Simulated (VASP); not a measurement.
Write the native input for VASP 6.6.1 that does the following.

* Task: single point
* Functional: r2SCAN
* Potentials or basis: VASP PAW PBE potentials, release 64 (Mg, O)
* Cutoff: 520 eV
* k mesh: 10 × 10 × 10
* Occupations: gaussian, width 0.05 eV
* Spin: no spin polarisation
* Dipole correction: no
* Further INCAR settings: ALGO = Normal; EDIFF = 1e-06; NBANDS = 11

The system is MgO.

```
Mg O
1.0
     0.82195    2.58327    2.58327
     2.58327    0.82195    2.58327
     2.58327    2.58327    0.82195
Mg O
1 1
Direct
  0.00000 0.00000 0.00000
  0.50000 0.50000 0.50000
```

This cell differs from its parent crystal: ratio of the length along [111] to the lengths across it x 1.7, volume and fractional coordinates fixed.

One way to write it, as run:

POSCAR

```
MgO
1.0
    0.8219504554      2.5832728598      2.5832728598
    2.5832728598      0.8219504554      2.5832728598
    2.5832728598      2.5832728598      0.8219504554
Mg O
1 1
Direct
    0.0000000000      0.0000000000      0.0000000000
    0.5000000000      0.5000000000      0.5000000000
```

INCAR.step1

```
SYSTEM = MgO
  PREC = Accurate
  ENCUT = 520
  ISMEAR = 0
  SIGMA = 0.05
  LREAL = .FALSE.
  LASPH = .TRUE.
  NELM = 60
  NBANDS = 11
  GGA = PE
  ALGO = Normal
  EDIFF = 1E-4
  LWAVE = .TRUE.
  LCHARG = .FALSE.
```

INCAR.step2

```
SYSTEM = MgO
  PREC = Accurate
  ENCUT = 520
  EDIFF = 1E-6
  ISMEAR = 0
  SIGMA = 0.05
  LREAL = .FALSE.
  LASPH = .TRUE.
  NELM = 60
  ALGO = Normal
  ISIF = 2
  LWAVE = .FALSE.
  LCHARG = .FALSE.
  METAGGA = R2SCAN
  LMIXTAU = .TRUE.
  NBANDS = 11
  ISTART = 1
```

KPOINTS

```
Automatic mesh
0
G
  10 10 10
  0 0 0
```

Potentials or basis: VASP PAW PBE potentials, release 64 (Mg, O).

Launch:

```console
$ cat potpaw_PBE.64/Mg/POTCAR potpaw_PBE.64/O/POTCAR > POTCAR
$ cp INCAR.step1 INCAR
$ mpirun -np 1 vasp_std > vasp.out
$ cp INCAR.step2 INCAR
$ mpirun -np 1 vasp_std > vasp.out
```

Results of the run:

```json
{"Pressure": "19.0 GPa", "Band gap on the k mesh": "zero (band 4 reaches 6.11 eV, above the bottom of band 5 at 5.66 eV)"}
```

Caveat: the PAW data sets were made with another functional, which shifts forces and pressure a little.

It took 100 s on 1 thread of Intel(R) Xeon(R) Platinum 8559C (Emerald Rapids), with other jobs on the host, peak memory 0.18 GiB.
